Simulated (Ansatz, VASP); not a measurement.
**Two plane-wave programs on Ca3W**

```
Ca W
1.0
     4.84139    0.00000    0.00000
     0.00000    4.84139    0.00000
     0.00000    0.00000    4.84139
Ca W
3 1
Direct
  0.00000 0.50000 0.50000
  0.50000 0.00000 0.50000
  0.50000 0.50000 0.00000
  0.00000 0.00000 0.00000
```

Alike in both runs: functional PBE; k mesh 4 × 4 × 4; occupations gaussian, width 0.1 eV; no spin polarisation.

Ansatz relaxed the structure, and its values are those at the end. VASP's run is a single point on that final structure, the one shown.

|  | VASP | Ansatz |
| --- | --- | --- |
| version | VASP 6.6.1 | Ansatz 0.2.0 |
| potentials or method | VASP PAW PBE potentials, release 64 (Ca_sv, W_sv), cutoff 520 eV | scalar-relativistic, plane waves, PAW |
| valence electrons in the cell | 44 | 44 |

|  | VASP | Ansatz | Ansatz less VASP |
| --- | --- | --- | --- |
| gap on the k mesh at the Fermi level (eV) | none | none | - |
| pressure (GPa) | -0.1 | -0.2 | -0.05 |

A gap of «none» marks a metal or a gap that the smearing closes.

Neither program's run includes spin-orbit coupling.
